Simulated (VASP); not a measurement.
# As (Pm-3m) in VASP: further runs

As is run at these levels: PBE; tasks: single point.

All numbers are computed with VASP 6.6.1; they aren't measurements. Logs are shortened: lines on timing, memory, paths and dates and some standing lists are left out, and cuts for length are marked.

### Step 1. The cell of the first run

It takes space group Pm-3m (No. 221, cubic). The conventional cell has a = 2.166 Å, b = 2.166 Å, c = 2.166 Å, α = 90.00°, β = 90.00°, γ = 90.00°. As (site symmetry m-3m) has 6 As at 2.17 Å within 2.9 Å.

### Step 2. Single point, PBE (volume scaled by 0.5)

The input, INCAR:

```
PREC = Accurate ; ENCUT = 520
EDIFF = 1E-6 ; ISMEAR = -1
SIGMA = 0.08 ; LREAL = F
LASPH = T ; NELM = 60
ALGO = Normal ; ISIF = 2
LWAVE = F ; LCHARG = T
GGA = PE ; LELF = T
LVHAR = T ; NBANDS = 8
```

The input, KPOINTS:

```
Automatic mesh
0
Gamma
  15 15 15
```

The input, POSCAR:

```
As
1.0
    2.1660943449      0.0000000000      0.0000000000
    0.0000000000      2.1660943449      0.0000000000
    0.0000000000      0.0000000000      2.1660943449
As
1
Direct
    0.0000000000      0.0000000000      0.0000000000
```

Potentials or basis: VASP PAW PBE potentials, release 64 (As).

Command:

```console
> cat potpaw_PBE.64/As/POTCAR > POTCAR
> mpirun -np 1 vasp_std > vasp.out
```

OUTCAR:

```text
PREC = Accurate
   ENCUT = 520
   EDIFF = 1E-6
   ISMEAR = -1
   LREAL = F
   LASPH = T
   NELM = 60
   ISIF = 2
   GGA = PE

 ion  position               nearest neighbor table
   1  0.000  0.000  0.000-

  LATTYP: Found a simple cubic cell.
 ALAT       =     2.1660943449

  Lattice vectors:

 A1 = (   2.1660943449,   0.0000000000,   0.0000000000)
 A2 = (   0.0000000000,   2.1660943449,   0.0000000000)
 A3 = (   0.0000000000,   0.0000000000,   2.1660943449)

Analysis of symmetry for initial positions (statically):
=====================================================================
 Subroutine PRICEL returns:
 Original cell was already a primitive cell.

 Routine SETGRP: Setting up the symmetry group for a
 simple cubic supercell.

 Subroutine GETGRP returns: Found 48 space group operations
 (whereof 48 operations were pure point group operations)
 out of a pool of 48 trial point group operations.

The static configuration has the point symmetry O_h .

Analysis of symmetry for dynamics (positions and initial velocities):
=====================================================================
 Subroutine PRICEL returns:
 Original cell was already a primitive cell.

 Routine SETGRP: Setting up the symmetry group for a
 simple cubic supercell.

 Subroutine GETGRP returns: Found 48 space group operations
 (whereof 48 operations were pure point group operations)
 out of a pool of 48 trial point group operations.

The dynamic configuration has the point symmetry O_h .

 Subroutine INISYM returns: Found 48 space group operations
 (whereof 48 operations are pure point group operations),
 and found     1 'primitive' translations

----------------------------------------------------------------------------------------

                                     Primitive cell

  volume of cell :      10.1632

  direct lattice vectors                    reciprocal lattice vectors
     2.166094345  0.000000000  0.000000000     0.461660408  0.000000000  0.000000000
     0.000000000  2.166094345  0.000000000     0.000000000  0.461660408  0.000000000
     0.000000000  0.000000000  2.166094345     0.000000000  0.000000000  0.461660408

  length of vectors
     2.166094345  2.166094345  2.166094345     0.461660408  0.461660408  0.461660408

  position of ions in fractional coordinates (direct lattice)
     0.000000000  0.000000000  0.000000000

  ion indices of the primitive-cell ions
   primitive index   ion index
                 1           1

----------------------------------------------------------------------------------------

 KPOINTS: Automatic mesh

Automatic generation of k-mesh.
 Grid dimensions read from file:
 generate k-points for:   15   15   15

 Generating k-lattice:

  Cartesian coordinates                     Fractional coordinates (reciprocal lattice)
     0.030777361  0.000000000  0.000000000     0.066666667  0.000000000  0.000000000
     0.000000000  0.030777361  0.000000000     0.000000000  0.066666667  0.000000000
     0.000000000  0.000000000  0.030777361     0.000000000  0.000000000  0.066666667

  Length of vectors
     0.030777361  0.030777361  0.030777361

  Shift w.r.t. Gamma in fractional coordinates (k-lattice)
     0.000000000  0.000000000  0.000000000

 Subroutine IBZKPT returns following result:
 ===========================================

 Found    120 irreducible k-points:

 Following reciprocal coordinates:
            Coordinates               Weight
  0.000000  0.000000  0.000000      1.000000
  0.066667  0.000000  0.000000      6.000000
  0.133333  0.000000  0.000000      6.000000
  0.200000  0.000000  0.000000      6.000000
  0.266667  0.000000  0.000000      6.000000
  0.333333  0.000000  0.000000      6.000000
[... 16 lines left out ...]
  0.266667  0.200000  0.000000     24.000000
  0.333333  0.200000  0.000000     24.000000
 [... further k-points ...]
   k-points           NKPTS =    120   k-points in BZ     NKDIM =    120   number of bands    NBANDS=      8
   number of dos      NEDOS =    301   number of ions     NIONS =      1
   total plane-waves  NPLWV =   4096
   dimension x,y,z NGX =    16 NGY =   16 NGZ =   16
   dimension x,y,z NGXF=    32 NGYF=   32 NGZF=   32
   ions per type =               1
   NGX,Y,Z   is equivalent  to a cutoff of  12.28, 12.28, 12.28 a.u.
   NGXF,Y,Z  is equivalent  to a cutoff of  24.56, 24.56, 24.56 a.u.
 SYSTEM =  unknown system
   PREC   = accura    normal or accurate (medium, high low for compatibility)
   ISTART =      0    job   : 0-new  1-cont  2-samecut
   ICHARG =      2    charge: 1-file 2-atom 10-const
   ISPIN  =      1    spin polarized calculation?
   LNONCOLLINEAR =      F non collinear calculations
   LSORBIT =      F    spin-orbit coupling
   LASPH  =      T    aspherical Exc in radial PAW
   ENCUT  =  520.0 eV  38.22 Ry    6.18 a.u.   4.03  4.03  4.03*2*pi/ulx,y,z
   NELM   =     60;   NELMIN=  2; NELMDL= -5     # of ELM steps
   EDIFF  = 0.1E-05   stopping-criterion for ELM
   LREAL  =      F    real-space projection
   EDIFFG = 0.1E-04   stopping-criterion for IOM
   NSW    =      0    number of steps for IOM
   IBRION =     -1    ionic relax: 0-MD 1-quasi-New 2-CG
   NFREE  =      0    steps in history (QN), initial steepest desc. (CG)
   ISIF   =      2    stress and relaxation
   ISYM   =      2    0-nonsym 1-usesym 2-fastsym
   POTIM  = 0.5000    time-step for ionic-motion
   TEBEG  =    0.0;   TEEND  =   0.0 temperature during run
   PSTRESS=    0.0 pullay stress
   NELECT =       5.0000    total number of electrons
   NUPDOWN=      -1.0000    fix difference up-down
   EMIN   =  10.00;   EMAX   =-10.00  energy-range for DOS
   EFERMI =   0.00;   METHOD = LEGACY
   ISMEAR =    -1;   SIGMA  =   0.08  broadening in eV -4-tet -1-fermi 0-gaus
   EFERMI_NEDOS =   21; number of points for ismear=-14 and -15
   IALGO  =     38    algorithm
   IMIX   =      4    mixing-type and parameters
     AMIX     =   0.40;   BMIX     =  1.00
     AMIX_MAG =   1.60;   BMIX_MAG =  1.00
  volume/ion in A,a.u.               =      10.16        68.58
  Fermi-wavevector in a.u.,A,eV,Ry     =   1.292372  2.442229 22.724788  1.670225
  Thomas-Fermi vector in A             =   2.424084
   LORBIT       =      0    0 simple, 1 ext, 2 COOP (PROOUT), +10 PAW based schemes
   GGA     = PE    functional components
   LHFCALC =     F    Hartree Fock is set to
   AEXX    =    0.0000 exact exchange contribution
   IVDW    =     0    specifies the selected vdW correction
   LEPSILON=     F    determine dielectric tensor
   LRPA    =     F    only Hartree local field effects (RPA)
 non-spin polarized calculation
  energy-cutoff  :      520.00
  volume of cell :       10.16
 maximum number of plane-waves:       289
   NGX =  9   NGY =  9   NGZ =  9

 number of electron       5.0000001 magnetization

 Free energy of the ion-electron system (eV)
  ---------------------------------------------------
  ext. energy  EPLUGINS =         0.00000000
  ---------------------------------------------------
  free energy    TOTEN  =        -0.18891991 eV

  energy without entropy =       -0.18142936  energy(sigma->0) =       -0.18517463

 E-fermi :  16.4572     XC(G=0): -13.5966

 val. band max:       16.4184730576   @ k =   0.2000   0.2000   0.1333
 cond. band min:      16.4745546360   @ k =   0.4000   0.2667   0.2000
 fundamental gap:      0.0560815783
 Fermi energy:        16.4572209604

 k-point     1 :       0.0000    0.0000    0.0000
  band No.  band energies     occupation
      1      -7.2486      2.00000
      2      23.3386      0.00000
      3      23.3386      0.00000
      4      23.3386      0.00000
      5      25.6665      0.00000
      6      25.6665      0.00000
      7      33.8720      0.00000
      8      51.4740      0.00000

 k-point     2 :       0.0667    0.0000    0.0000
  band No.  band energies     occupation
      1      -7.1050      2.00000
      2      20.7655      0.00000
      3      23.4906      0.00000
      4      23.4906      0.00000
      5      25.7760      0.00000
      6      27.8384      0.00000
      7      34.5308      0.00000
      8      49.3227      0.00000

 k-point     3 :       0.1333    0.0000    0.0000
  band No.  band energies     occupation
      1      -6.6739      2.00000
      2      17.2837      0.00007
      3      23.9420      0.00000
      4      23.9420      0.00000
      5      26.1040      0.00000
      6      29.9062      0.00000
      7      36.7015      0.00000
      8      46.4472      0.00000

 k-point     4 :       0.2000    0.0000    0.0000
  band No.  band energies     occupation
      1      -5.9542      2.00000
      2      13.8615      2.00000
      3      24.6785      0.00000
      4      24.6785      0.00000
      5      26.6485      0.00000
      6      31.1520      0.00000
      7      40.0625      0.00000
      8      43.6155      0.00000

 k-point     5 :       0.2667    0.0000    0.0000
  band No.  band energies     occupation
      1      -4.9455      2.00000
      2      10.6169      2.00000
      3      25.6726      0.00000
      4      25.6726      0.00000
      5      27.4030      0.00000
      6      32.1064      0.00000
      7      40.9311      0.00000
      8      40.9311      0.00000
[... 177 lines left out ...]
 k-point    22 :       0.2000    0.2000    0.0000
  band No.  band energies     occupation
      1      -4.6633      2.00000
      2      14.0905      2.00000
      3      16.3353      1.64209
      4      26.0155      0.00000
      5      29.7040      0.00000
      6      34.4584      0.00000
      7      38.3886      0.00000
      8      42.1975      0.00000

 k-point    23 :       0.2667    0.2000    0.0000
  band No.  band energies     occupation
      1      -3.6585      2.00000
      2      11.6412      2.00000
      3      16.5160      0.64825
      4      27.0097      0.00000
      5      29.7906      0.00000
      6      32.3828      0.00000
      7      40.0204      0.00000
      8      41.8787      0.00000

 k-point    24 :       0.3333    0.2000    0.0000
  band No.  band energies     occupation
      1      -2.3708      2.00000
      2       8.7704      2.00000
      3      17.5821      0.00000
      4      28.1469      0.00000
      5      28.2153      0.00000
      6      32.4354      0.00000
      7      39.4986      0.00000
      8      39.8036      0.00000

 [... further k-points ...]
[... 5 lines left out ...]
  --------------------------------------------------------------------------------------
  -------------------------------------------------------------------------------------
  Total       16.4239225     16.4239225     16.4239225      0.0000000      0.0000000     -0.0000000
  in kB     2589.1389856   2589.1389856   2589.1389856      0.0000000      0.0000000     -0.0000000
  external PRESSURE =    2589.1389856 kB  Pullay stress =       0.0000000 kB

 VOLUME and BASIS-vectors are now :
 -----------------------------------------------------------------------------
  energy-cutoff  :      520.00
  volume of cell :       10.16
      direct lattice vectors                 reciprocal lattice vectors
     2.166094345  0.000000000  0.000000000     0.461660408  0.000000000  0.000000000
     0.000000000  2.166094345  0.000000000     0.000000000  0.461660408  0.000000000
     0.000000000  0.000000000  2.166094345     0.000000000  0.000000000  0.461660408

 POSITION                                       TOTAL-FORCE (eV/Angst)
 -----------------------------------------------------------------------------------
      0.00000      0.00000      0.00000         0.000000      0.000000      0.000000
 -----------------------------------------------------------------------------------
    total drift:                               -0.000000      0.000000      0.000000

  FREE ENERGIE OF THE ION-ELECTRON SYSTEM (eV)
  ---------------------------------------------------
  free  energy   TOTEN  =        -0.1889199070 eV

  energy  without entropy=       -0.1814293597  energy(sigma->0) =       -0.18517463
```

Wall time 11 s (1 thread of Intel Xeon 8259CL, shared host); peak memory 0.09 GiB.

What came out:

- Free energy: -0.1889 eV
- Pressure: 258.9 GPa

Levels at points of the mesh, in eV from the Fermi level:
```tsv
k point	band 1	band 2	band 3	band 4	band 5	band 6
(0.00, 0.00, 0.00)	-23.71	6.88	6.88	6.88	9.21	9.21
```

### Step 3. Single point, PBE (volume scaled by 0.5)

The input, INCAR:

```
SYSTEM = As
PREC = Accurate
ENCUT = 520
EDIFF = 1E-6
ISMEAR = -1
SIGMA = 0.08
LREAL = .FALSE.
LASPH = .TRUE.
NELM = 80
ALGO = Normal
ISIF = 2
LWAVE = .FALSE.
LCHARG = .FALSE.
GGA = PE
NBANDS = 8
```

The input, KPOINTS:

```
regular mesh
0
G
  15 15 15
  0 0 0
```

POSCAR is that of step 2.

Potentials or basis: VASP PAW PBE potentials, release 64 (As).

Command:

```console
> cat potpaw_PBE.64/As/POTCAR > POTCAR
> mpirun -np 1 vasp_std > vasp.out
```

Run time: 12 s. Hardware: 1 thread of Intel Xeon 8259CL, shared host; peak memory 0.09 GiB.

It converged, with:

```yaml
Free_energy: -0.1889 eV
Pressure: 258.9 GPa
```

Levels at points of the mesh, in eV from the Fermi level:
| k point | band 1 | band 2 | band 3 | band 4 | band 5 | band 6 | band 7 |
| --- | --- | --- | --- | --- | --- | --- | --- |
| (0.00, 0.00, 0.00) | -23.71 | 6.88 | 6.88 | 6.88 | 9.21 | 9.21 | 17.41 |

### Step 4. Single point, PBE (volume scaled by 0.58)

The input, INCAR:

```
PREC = Accurate
ENCUT = 520
EDIFF = 1E-7
ISMEAR = -1
SIGMA = 0.08
LREAL = F
LASPH = T
NELM = 100
ALGO = Normal
ISIF = 2
LWAVE = F
LCHARG = F
GGA = PE
NBANDS = 8
```

The input, KPOINTS:

```
Automatic mesh
0
Gamma
  15 15 15
```

The input, POSCAR:

```
As
1.0
    2.2759533962      0.0000000000      0.0000000000
    0.0000000000      2.2759533962      0.0000000000
    0.0000000000      0.0000000000      2.2759533962
As
1
Direct
    0.0000000000      0.0000000000      0.0000000000
```

Command:

```console
> cat potpaw_PBE.64/As/POTCAR > POTCAR
> mpirun -np 1 vasp_std > vasp.out
```

Wall time 15 s (1 thread of Intel Xeon 8259CL, shared host); peak memory 0.09 GiB.

The run converged. Its results:

* Free energy: -2.1809 eV
* Pressure: 145.3 GPa

Levels at points of the mesh, in eV from the Fermi level:
| k point | band 1 | band 2 | band 3 | band 4 | band 5 | band 6 | band 7 |
| --- | --- | --- | --- | --- | --- | --- | --- |
| (0.00, 0.00, 0.00) | -21.41 | 6.10 | 6.10 | 6.10 | 8.84 | 8.84 | 15.55 |
